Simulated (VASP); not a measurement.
# Sn8O15 (a cell with a defect) in VASP: further runs

Runs on Sn8O15 (a cell with a defect). Level: PBEsol. Tasks: single point.

All numbers are computed with VASP 6.6.1; they aren't measurements. Logs are shortened: lines on timing, memory, paths and dates and some standing lists are left out, and cuts for length are marked.

## Step 1: The cell of the first run

The cell holds a defect, 23 atoms: a = 6.827 Å, b = 6.827 Å, c = 6.482 Å, α = 90.00°, β = 90.00°, γ = 89.07°.

## Step 2: Single point, PBEsol

Input file INCAR:

```
SYSTEM = Sn8O15
PREC = Accurate ; ENCUT = 520
EDIFF = 1E-6 ; ISMEAR = -1
SIGMA = 0.05 ; LREAL = Auto
LASPH = .TRUE. ; NELM = 80
ALGO = Normal ; ISIF = 2
LWAVE = .FALSE. ; LCHARG = .FALSE.
GGA = PS ; NBANDS = 118
NELECT = 200.0
```

Input file KPOINTS:

```
Automatic mesh
0
G
  2 2 2
  0 0 0
```

Input file POSCAR:

```
Sn8O15
1.0
   -4.7880040000     -4.8665820000      0.0000000000
    4.7880040000     -4.8665820000      0.0000000000
    0.0000000000      0.0000000000      6.4817960000
Sn O
8 15
Direct
   -0.0002117180      0.5010950896      0.2506805213
    0.4997363966      0.5013360193     -0.0001345306
   -0.0003832625      0.5010975215      0.7489651016
    0.5000083559      0.4771478905      0.4998401678
    0.4996846770     -0.0127731238      0.2221171416
   -0.0003142555     -0.0037923228     -0.0001678547
    0.5001863501     -0.0128169808      0.7775044139
   -0.0010821664      0.0073031650      0.4997941928
    0.1891299134      0.5076864559     -0.0002579532
   -0.0009299086      0.8140940554      0.2633160624
    1.0003857234      0.1882715313      0.2542080929
    0.8101549205      0.5088402182     -0.0000990466
    0.1932208458      0.4901337139      0.4998920052
   -0.0012459901      0.8141275977      0.7363037960
    0.9999834499      0.1882560578      0.7454066743
    0.8063753282      0.4936247540      0.4997548519
    0.7027141494      0.9855915238      0.0000166620
    0.5027716889      0.3016937449      0.2337481772
    0.4970039464      0.6907487720      0.2546258784
    0.2970093236     -0.0092017823     -0.0004139285
    0.5030452445      0.3017310852      0.7659131821
    0.4971755180      0.6907302853      0.7450422691
    0.4995359348      0.0553381020      0.4998184145
```

Potentials or basis: VASP PAW PBE potentials, release 64 (Sn_d, O).

Launch:

```console
$ cat potpaw_PBE.64/Sn_d/POTCAR potpaw_PBE.64/O/POTCAR > POTCAR
$ mpirun -np 1 vasp_std > vasp.out
```

OUTCAR:

```text
SYSTEM = Sn8O15
   PREC = Accurate
   ENCUT = 520
   EDIFF = 1E-6
   ISMEAR = -1
   LREAL = Auto
   LASPH = .TRUE.
   NELM = 80
   ISIF = 2
   GGA = PS
   NELECT = 200.0

 ion  position               nearest neighbor table
   1  1.000  0.501  0.251-  12 2.08   9 2.08  16 2.09  13 2.09  11 2.14  10 2.14   3 3.23   3 3.25
                             8 3.74   6 3.75
   2  0.500  0.501  1.000-  18 2.04  21 2.04  19 2.10  22 2.10   9 2.12  12 2.12   4 3.24   4 3.25
                             5 3.62   7 3.62
   3  1.000  0.501  0.749-  12 2.08   9 2.08  16 2.09  13 2.09  15 2.14  14 2.14   1 3.23   1 3.25
                             8 3.74   6 3.75
   4  0.500  0.477  0.500-  13 2.09  16 2.10  21 2.10  18 2.10  22 2.16  19 2.16   2 3.24   2 3.25

   5  0.500  0.987  0.222-  23 1.86  17 2.00  20 2.00  19 2.04  18 2.15   7 2.88   7 3.60   2 3.62
                             6 3.70   6 3.71
   6  1.000  0.996  1.000-  20 2.03  17 2.03  11 2.11  15 2.11  10 2.11  14 2.11   8 3.24   8 3.24
                             7 3.70   5 3.70   5 3.71   7 3.71   1 3.75   3 3.75
   7  0.500  0.987  0.778-  23 1.86  17 2.00  20 2.00  22 2.04  21 2.15   5 2.88   5 3.60   2 3.62
                             6 3.70   6 3.71
   8  0.999  0.007  0.500-  11 2.02  15 2.02  10 2.02  14 2.02   6 3.24   6 3.24   1 3.74   3 3.74

   9  0.189  0.508  1.000-   3 2.08   1 2.08   2 2.12
  10  0.999  0.814  0.263-   8 2.02   6 2.11   1 2.14
  11  0.000  0.188  0.254-   8 2.02   6 2.11   1 2.14
  12  0.810  0.509  1.000-   1 2.08   3 2.08   2 2.12
  13  0.193  0.490  0.500-   1 2.09   3 2.09   4 2.09
  14  0.999  0.814  0.736-   8 2.02   6 2.11   3 2.14
  15  1.000  0.188  0.745-   8 2.02   6 2.11   3 2.14
  16  0.806  0.494  0.500-   3 2.09   1 2.09   4 2.10
  17  0.703  0.986  0.000-   7 2.00   5 2.00   6 2.03
  18  0.503  0.302  0.234-   2 2.04   4 2.10   5 2.15
  19  0.497  0.691  0.255-   5 2.04   2 2.10   4 2.16
  20  0.297  0.991  1.000-   5 2.00   7 2.00   6 2.03
  21  0.503  0.302  0.766-   2 2.04   4 2.10   7 2.15
  22  0.497  0.691  0.745-   7 2.04   2 2.10   4 2.16
  23  0.500  0.055  0.500-   7 1.86   5 1.86

  LATTYP: Found a base centered orthorhombic cell.
 ALAT       =     9.5760080000
 B/A-ratio  =     1.0164114316
 C/A-ratio  =     0.6768787161

  Lattice vectors:

 A1 = (  -4.7880040000,   4.8665820000,   0.0000000000)
 A2 = (  -4.7880040000,  -4.8665820000,   0.0000000000)
 A3 = (   0.0000000000,   0.0000000000,   6.4817960000)

Analysis of symmetry for initial positions (statically):
=====================================================================
 Subroutine PRICEL returns:
 Original cell was already a primitive cell.

 Routine SETGRP: Setting up the symmetry group for a
 base centered orthorhombic supercell.

 Subroutine GETGRP returns: Found  1 space group operations
 (whereof  1 operations were pure point group operations)
 out of a pool of  8 trial point group operations.

The static configuration has the point symmetry C_1 .

Analysis of symmetry for dynamics (positions and initial velocities):
=====================================================================
 Subroutine PRICEL returns:
 Original cell was already a primitive cell.

 Routine SETGRP: Setting up the symmetry group for a
 base centered orthorhombic supercell.

 Subroutine GETGRP returns: Found  1 space group operations
 (whereof  1 operations were pure point group operations)
 out of a pool of  8 trial point group operations.

The dynamic configuration has the point symmetry C_1 .

 Subroutine INISYM returns: Found  1 space group operations
 (whereof  1 operations are pure point group operations),
 and found     1 'primitive' translations

----------------------------------------------------------------------------------------

                                     Primitive cell

  volume of cell :     302.0674

  direct lattice vectors                    reciprocal lattice vectors
    -4.788004000 -4.866582000  0.000000000    -0.104427649 -0.102741513  0.000000000
     4.788004000 -4.866582000  0.000000000     0.104427649 -0.102741513  0.000000000
     0.000000000  0.000000000  6.481796000     0.000000000  0.000000000  0.154278228

  length of vectors
     6.827049338  6.827049338  6.481796000     0.146495571  0.146495571  0.154278228

  position of ions in fractional coordinates (direct lattice)
     0.999788282  0.501095090  0.250680521
     0.499736397  0.501336019  0.999865469
     0.999616737  0.501097522  0.748965102
     0.500008356  0.477147890  0.499840168
     0.499684677  0.987226876  0.222117142
     0.999685744  0.996207677  0.999832145
[... 15 lines left out ...]
     0.497175518  0.690730285  0.745042269
     0.499535935  0.055338102  0.499818414

  ion indices of the primitive-cell ions
   primitive index   ion index
                 1           1
                 2           2
                 3           3
                 4           4
                 5           5
                 6           6
[... 15 lines left out ...]
                22          22
                23          23

----------------------------------------------------------------------------------------

 KPOINTS: Automatic mesh

Automatic generation of k-mesh.
 Grid dimensions read from file:
 generate k-points for:    2    2    2

 Generating k-lattice:

  Cartesian coordinates                     Fractional coordinates (reciprocal lattice)
    -0.052213824 -0.051370757  0.000000000     0.500000000  0.000000000  0.000000000
     0.052213824 -0.051370757  0.000000000     0.000000000  0.500000000  0.000000000
     0.000000000  0.000000000  0.077139114     0.000000000  0.000000000  0.500000000

  Length of vectors
     0.073247786  0.073247786  0.077139114

  Shift w.r.t. Gamma in fractional coordinates (k-lattice)
     0.000000000  0.000000000  0.000000000

 Subroutine IBZKPT returns following result:
 ===========================================

 Found      8 irreducible k-points:

 Following reciprocal coordinates:
            Coordinates               Weight
  0.000000  0.000000  0.000000      1.000000
  0.500000  0.000000  0.000000      1.000000
  0.000000  0.500000  0.000000      1.000000
  0.500000  0.500000  0.000000      1.000000
  0.000000  0.000000  0.500000      1.000000
  0.500000  0.000000  0.500000      1.000000
  0.000000  0.500000  0.500000      1.000000
  0.500000  0.500000  0.500000      1.000000
   k-points           NKPTS =      8   k-points in BZ     NKDIM =      8   number of bands    NBANDS=    118
   number of dos      NEDOS =    301   number of ions     NIONS =     23
   total plane-waves  NPLWV = 139968
   dimension x,y,z NGX =    54 NGY =   54 NGZ =   48
   dimension x,y,z NGXF=   108 NGYF=  108 NGZF=   96
   ions per type =               8  15
   NGX,Y,Z   is equivalent  to a cutoff of  13.15, 13.15, 12.31 a.u.
   NGXF,Y,Z  is equivalent  to a cutoff of  26.30, 26.30, 24.62 a.u.
 SYSTEM =  Sn8O15
   PREC   = accura    normal or accurate (medium, high low for compatibility)
   ISTART =      0    job   : 0-new  1-cont  2-samecut
   ICHARG =      2    charge: 1-file 2-atom 10-const
   ISPIN  =      1    spin polarized calculation?
   LNONCOLLINEAR =      F non collinear calculations
   LSORBIT =      F    spin-orbit coupling
   LASPH  =      T    aspherical Exc in radial PAW
   ENCUT  =  520.0 eV  38.22 Ry    6.18 a.u.  12.69 12.69 12.05*2*pi/ulx,y,z
   NELM   =     80;   NELMIN=  2; NELMDL= -5     # of ELM steps
   EDIFF  = 0.1E-05   stopping-criterion for ELM
   LREAL  =      T    real-space projection
   EDIFFG = 0.1E-04   stopping-criterion for IOM
   NSW    =      0    number of steps for IOM
   IBRION =     -1    ionic relax: 0-MD 1-quasi-New 2-CG
   NFREE  =      0    steps in history (QN), initial steepest desc. (CG)
   ISIF   =      2    stress and relaxation
   ISYM   =      2    0-nonsym 1-usesym 2-fastsym
   POTIM  = 0.5000    time-step for ionic-motion
   TEBEG  =    0.0;   TEEND  =   0.0 temperature during run
   PSTRESS=    0.0 pullay stress
   NELECT =     200.0000    total number of electrons
   NUPDOWN=      -1.0000    fix difference up-down
   EMIN   =  10.00;   EMAX   =-10.00  energy-range for DOS
   EFERMI =   0.00;   METHOD = LEGACY
   ISMEAR =    -1;   SIGMA  =   0.05  broadening in eV -4-tet -1-fermi 0-gaus
   EFERMI_NEDOS =   21; number of points for ismear=-14 and -15
   IALGO  =     38    algorithm
   IMIX   =      4    mixing-type and parameters
     AMIX     =   0.40;   BMIX     =  1.00
     AMIX_MAG =   1.60;   BMIX_MAG =  1.00
  volume/ion in A,a.u.               =      13.13        88.63
  Fermi-wavevector in a.u.,A,eV,Ry     =   1.426867  2.696388 27.700778  2.035950
  Thomas-Fermi vector in A             =   2.547098
   LORBIT       =      0    0 simple, 1 ext, 2 COOP (PROOUT), +10 PAW based schemes
   GGA     = PS    functional components
   LHFCALC =     F    Hartree Fock is set to
   AEXX    =    0.0000 exact exchange contribution
   IVDW    =     0    specifies the selected vdW correction
   LEPSILON=     F    determine dielectric tensor
   LRPA    =     F    only Hartree local field effects (RPA)
 non-spin polarized calculation
  energy-cutoff  :      520.00
  volume of cell :      302.07
 maximum number of plane-waves:      8156
 NGX is ok and might be reduce to    54
   NGX = 25   NGY = 25   NGZ = 25

 number of electron     200.0000045 magnetization

 Free energy of the ion-electron system (eV)
  ---------------------------------------------------
  ext. energy  EPLUGINS =         0.00000000
  ---------------------------------------------------
  free energy    TOTEN  =      -160.46727639 eV

  energy without entropy =     -160.45425208  energy(sigma->0) =     -160.46076424

 E-fermi :   5.3045     XC(G=0): -10.9396

 val. band max:        5.2140040380   @ k =   0.0000   0.0000   0.0000
 cond. band min:       5.3824552319   @ k =   0.0000   0.0000   0.0000
 fundamental gap:      0.1684511939
 Fermi energy:         5.3044519755

 k-point     1 :       0.0000    0.0000    0.0000
  band No.  band energies     occupation
      1     -16.3339      2.00000
      2     -16.2252      2.00000
      3     -16.2102      2.00000
      4     -15.9092      2.00000
      5     -15.7306      2.00000
      6     -15.7027      2.00000
[... 104 lines left out ...]
    111      11.7563      0.00000
    112      12.2284      0.00000
[... 803 lines left out ...]
    111      12.4492      0.00000
    112      12.9822      0.00000
 [bands above 112 left out]

------------------------ aborting loop because EDIFF is reached ----------------------------------------

  FORCE on cell =-STRESS in cart. coord.  units (eV):
  Direction    XX          YY          ZZ          XY          YZ          ZX
  --------------------------------------------------------------------------------------
  -------------------------------------------------------------------------------------
  Total      -27.6762877    -28.6519663    -14.2721612      2.8095510      0.0118630     -0.0068400
  in kB     -146.7960989   -151.9711363    -75.7000941     14.9019672      0.0629217     -0.0362798
  external PRESSURE =    -124.8224431 kB  Pullay stress =       0.0000000 kB

 VOLUME and BASIS-vectors are now :
 -----------------------------------------------------------------------------
  energy-cutoff  :      520.00
  volume of cell :      302.07
      direct lattice vectors                 reciprocal lattice vectors
    -4.788004000 -4.866582000  0.000000000    -0.104427649 -0.102741513  0.000000000
     4.788004000 -4.866582000  0.000000000     0.104427649 -0.102741513  0.000000000
     0.000000000  0.000000000  6.481796000     0.000000000  0.000000000  0.154278228

 POSITION                                       TOTAL-FORCE (eV/Angst)
 -----------------------------------------------------------------------------------
     -2.38774     -7.30417      1.62486        -0.002509      0.005630     -0.002200
      0.00766     -4.87180      6.48092         0.007393      0.000273     -0.006165
     -2.38691     -7.30335      4.85464        -0.005161      0.003426      0.004317
     -0.10946     -4.75541      3.23986        -0.018181      0.005610      0.001224
      2.33435     -7.23618      1.43972         0.025072     -0.020385      0.018058
     -0.01665     -9.71318      6.48071        -0.021726      0.006088     -0.003909
[... 15 lines left out ...]
      0.92674     -5.78104      4.82921        -0.007266      0.007570     -0.011875
     -2.12682     -2.70034      3.23972         0.000049     -0.001052      0.000063
 -----------------------------------------------------------------------------------
    total drift:                               -0.019859     -0.020194      0.011329

  FREE ENERGIE OF THE ION-ELECTRON SYSTEM (eV)
  ---------------------------------------------------
  free  energy   TOTEN  =      -160.4672763864 eV

  energy  without entropy=     -160.4542520843  energy(sigma->0) =     -160.46076424
```

Wall time 18 min (1 thread of Intel Xeon 8259CL, shared host); peak memory 0.42 GiB.

Results:

```
Free energy   : -160.4673 eV
Largest force : 0.044 eV/Å
```

Forces on the atoms (eV/Å):
```
Sn  -0.003  0.006 -0.002
Sn   0.007  0.000 -0.006
Sn  -0.005  0.003  0.004
Sn  -0.018  0.006  0.001
Sn   0.025 -0.020  0.018
Sn  -0.022  0.006 -0.004
Sn   0.026 -0.022 -0.019
Sn   0.005 -0.014  0.008
O   -0.015 -0.026  0.000
O   -0.025  0.023 -0.020
O    0.027 -0.025 -0.007
O    0.031  0.018 -0.001
O   -0.009 -0.011 -0.002
O   -0.028  0.027  0.021
O    0.028 -0.028  0.007
O    0.016  0.014  0.000
O   -0.023 -0.025  0.001
O   -0.015  0.014  0.010
O   -0.005  0.008  0.011
O    0.028  0.022  0.002
O   -0.017  0.017 -0.009
O   -0.007  0.008 -0.012
O    0.000 -0.001  0.000
```

Caveat: the k points lie up to 0.48 Å⁻¹ apart; the cell carries a net charge on a neutralising background, which shifts energy and pressure; the cell is charged against a uniform background, so pressure and absolute levels hang on convention; the PAW data sets were made with another functional, which shifts forces and pressure a little; spin-orbit coupling is left out, which moves the levels of the heavy elements.

[end of part 1 of 2]
